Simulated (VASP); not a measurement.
# O (Fd-3m) in VASP: single point with LDA

Aim: the single point of O with LDA.

All numbers are computed with VASP 6.6.1; they aren't measurements. Logs are shortened: lines on timing, memory, paths and dates and some standing lists are left out, and cuts for length are marked.

## 1. The cell of the first run

Symmetry: Fd-3m, No. 227, cubic system. The conventional cell has a = 4.292 Å, b = 4.292 Å, c = 4.292 Å, α = 90.00°, β = 90.00°, γ = 90.00°. O (site symmetry -43m) has 4 O at 1.86 Å within 2.5 Å.

## 2. Single point, LDA

INCAR reads:

```
SYSTEM = O
PREC = Accurate
ENCUT = 520
EDIFF = 1E-6
ISMEAR = -1
SIGMA = 0.13605693000000002
LREAL = .FALSE.
LASPH = .TRUE.
NELM = 100
ALGO = Normal
ISIF = 2
LWAVE = .FALSE.
LCHARG = .FALSE.
NBANDS = 13
```

KPOINTS reads:

```
regular mesh
0
G
  11 11 11
  0 0 0
```

POSCAR reads:

```
O
1.0
    0.0000000000      2.1458546410      2.1458546410
    2.1458546410      0.0000000000      2.1458546410
    2.1458546410      2.1458546410      0.0000000000
O
2
Direct
    0.0000000000      0.0000000000      0.0000000000
    0.2500000000      0.2500000000      0.2500000000
```

Potentials or basis: VASP PAW LDA potentials, release 64 (O).

Run with:

```
$ cat potpaw_LDA.64/O/POTCAR > POTCAR
$ mpirun -np 1 vasp_std > vasp.out
```

OUTCAR:

```text
SYSTEM = O
   PREC = Accurate
   ENCUT = 520
   EDIFF = 1E-6
   ISMEAR = -1
   LREAL = .FALSE.
   LASPH = .TRUE.
   NELM = 100
   ISIF = 2

 ion  position               nearest neighbor table
   1  0.000  0.000  0.000-   2 1.86   2 1.86   2 1.86   2 1.86
   2  0.250  0.250  0.250-   1 1.86   1 1.86   1 1.86   1 1.86

  LATTYP: Found a face centered cubic cell.
 ALAT       =     4.2917092820

  Lattice vectors:

 A1 = (   0.0000000000,   2.1458546410,   2.1458546410)
 A2 = (   2.1458546410,   0.0000000000,   2.1458546410)
 A3 = (   2.1458546410,   2.1458546410,   0.0000000000)

Analysis of symmetry for initial positions (statically):
=====================================================================
 Subroutine PRICEL returns:
 Original cell was already a primitive cell.

 Routine SETGRP: Setting up the symmetry group for a
 face centered cubic supercell.

 Subroutine GETGRP returns: Found 48 space group operations
 (whereof 24 operations were pure point group operations)
 out of a pool of 48 trial point group operations.

The static configuration has the point symmetry T_d .
 The point group associated with its full space group is O_h .

Analysis of symmetry for dynamics (positions and initial velocities):
=====================================================================
 Subroutine PRICEL returns:
 Original cell was already a primitive cell.

 Routine SETGRP: Setting up the symmetry group for a
 face centered cubic supercell.

 Subroutine GETGRP returns: Found 48 space group operations
 (whereof 24 operations were pure point group operations)
 out of a pool of 48 trial point group operations.

The dynamic configuration has the point symmetry T_d .
 The point group associated with its full space group is O_h .

 Subroutine INISYM returns: Found 48 space group operations
 (whereof 24 operations are pure point group operations),
 and found     1 'primitive' translations

----------------------------------------------------------------------------------------

                                     Primitive cell

  volume of cell :      19.7620

  direct lattice vectors                    reciprocal lattice vectors
     0.000000000  2.145854641  2.145854641    -0.233007395  0.233007395  0.233007395
     2.145854641  0.000000000  2.145854641     0.233007395 -0.233007395  0.233007395
     2.145854641  2.145854641  0.000000000     0.233007395  0.233007395 -0.233007395

  length of vectors
     3.034696736  3.034696736  3.034696736     0.403580647  0.403580647  0.403580647

[... 85 lines left out ...]
   NFREE  =      0    steps in history (QN), initial steepest desc. (CG)
   ISIF   =      2    stress and relaxation
   ISYM   =      2    0-nonsym 1-usesym 2-fastsym
   POTIM  = 0.5000    time-step for ionic-motion
   TEBEG  =    0.0;   TEEND  =   0.0 temperature during run
   PSTRESS=    0.0 pullay stress
   NELECT =      12.0000    total number of electrons
   NUPDOWN=      -1.0000    fix difference up-down
   EMIN   =  10.00;   EMAX   =-10.00  energy-range for DOS
   EFERMI =   0.00;   METHOD = LEGACY
   ISMEAR =    -1;   SIGMA  =   0.14  broadening in eV -4-tet -1-fermi 0-gaus
   EFERMI_NEDOS =   21; number of points for ismear=-14 and -15
   IALGO  =     38    algorithm
   IMIX   =      4    mixing-type and parameters
     AMIX     =   0.40;   BMIX     =  1.00
     AMIX_MAG =   1.60;   BMIX_MAG =  1.00
  volume/ion in A,a.u.               =       9.88        66.68
  Fermi-wavevector in a.u.,A,eV,Ry     =   1.386303  2.619734 26.148181  1.921837
  Thomas-Fermi vector in A             =   2.510632
   LORBIT       =      0    0 simple, 1 ext, 2 COOP (PROOUT), +10 PAW based schemes
   GGA     = CA    functional components
   LHFCALC =     F    Hartree Fock is set to
   AEXX    =    0.0000 exact exchange contribution
   IVDW    =     0    specifies the selected vdW correction
   LEPSILON=     F    determine dielectric tensor
   LRPA    =     F    only Hartree local field effects (RPA)
 non-spin polarized calculation
  energy-cutoff  :      520.00
  volume of cell :       19.76
 maximum number of plane-waves:       542
   NGX = 11   NGY = 11   NGZ = 11

 number of electron      12.0000000 magnetization

 Free energy of the ion-electron system (eV)
  ---------------------------------------------------
  ext. energy  EPLUGINS =         0.00000000
  ---------------------------------------------------
  free energy    TOTEN  =        -7.58303145 eV

  energy without entropy =       -7.49640858  energy(sigma->0) =       -7.53972002

 E-fermi :   1.0162     XC(G=0): -11.0488

 val. band max:        1.0118726236   @ k =   0.2727   0.0000   0.0000
 cond. band min:       1.0607959149   @ k =  -0.3636   0.1818   0.0000
 fundamental gap:      0.0489232913
 Fermi energy:         1.0161837686

 k-point     1 :       0.0000    0.0000    0.0000
  band No.  band energies     occupation
      1     -20.9318      2.00000
      2     -11.8143      2.00000
      3      -3.1291      2.00000
      4      -3.1291      2.00000
      5      -3.1291      2.00000
      6       0.2408      1.99332
      7       0.2408      1.99332
      8       0.2408      1.99332
      9      10.5730      0.00000
     10      24.5953      0.00000
     11      24.5953      0.00000
     12      24.5953      0.00000
     13      25.2089      0.00000
[... 354 lines left out ...]
  band No.  band energies     occupation
      1     -19.8549      2.00000
      2     -13.7582      2.00000
      3      -4.9743      2.00000
      4      -3.7294      2.00000
      5      -2.8144      2.00000
      6       0.7304      1.78193
      7       0.9830      1.12144
      8       1.7795      0.00729
      9      12.6295      0.00000
     10      18.5064      0.00000
     11      20.5310      0.00000
     12      23.9805      0.00000
     13      28.1722      0.00000

 [... further k-points ...]
[... 5 lines left out ...]
  --------------------------------------------------------------------------------------
  -------------------------------------------------------------------------------------
  Total        0.0033799      0.0033799      0.0033799      0.0000000     -0.0000000      0.0000000
  in kB        0.2740201      0.2740201      0.2740201      0.0000000     -0.0000000      0.0000000
  external PRESSURE =       0.2740201 kB  Pullay stress =       0.0000000 kB

 VOLUME and BASIS-vectors are now :
 -----------------------------------------------------------------------------
  energy-cutoff  :      520.00
  volume of cell :       19.76
      direct lattice vectors                 reciprocal lattice vectors
     0.000000000  2.145854641  2.145854641    -0.233007395  0.233007395  0.233007395
     2.145854641  0.000000000  2.145854641     0.233007395 -0.233007395  0.233007395
     2.145854641  2.145854641  0.000000000     0.233007395  0.233007395 -0.233007395

 POSITION                                       TOTAL-FORCE (eV/Angst)
 -----------------------------------------------------------------------------------
      0.00000      0.00000      0.00000        -0.000000     -0.000000     -0.000000
      1.07293      1.07293      1.07293         0.000000      0.000000      0.000000
 -----------------------------------------------------------------------------------
    total drift:                               -0.000000      0.000000      0.000000

  FREE ENERGIE OF THE ION-ELECTRON SYSTEM (eV)
  ---------------------------------------------------
  free  energy   TOTEN  =        -7.5830314519 eV

  energy  without entropy=       -7.4964085835  energy(sigma->0) =       -7.53972002
```

stdout:

```text
POSCAR found type information on POSCAR O
 POSCAR found :  1 types and       2 ions
 scaLAPACK will be used
 LDA part: xc-table for (Slater(with rela. corr.)+CA(PZ))
 , standard interpolation
 POSCAR, INCAR and KPOINTS ok, starting setup
 FFT: planning ... GRIDC
 FFT: planning ... GRID_SOFT
 FFT: planning ... GRID
 WAVECAR not read
 entering main loop
```

Run time: 28 s. Hardware: 1 thread of AMD EPYC 7R13, shared host; peak memory 0.09 GiB.

Results:

```yaml
Free_energy: -7.5830 eV
Pressure: 0.0 GPa
Band_gap_on_the_k_mesh: zero (band 6 reaches 1.42 eV, above the bottom of band 7 at 0.24 eV)
```
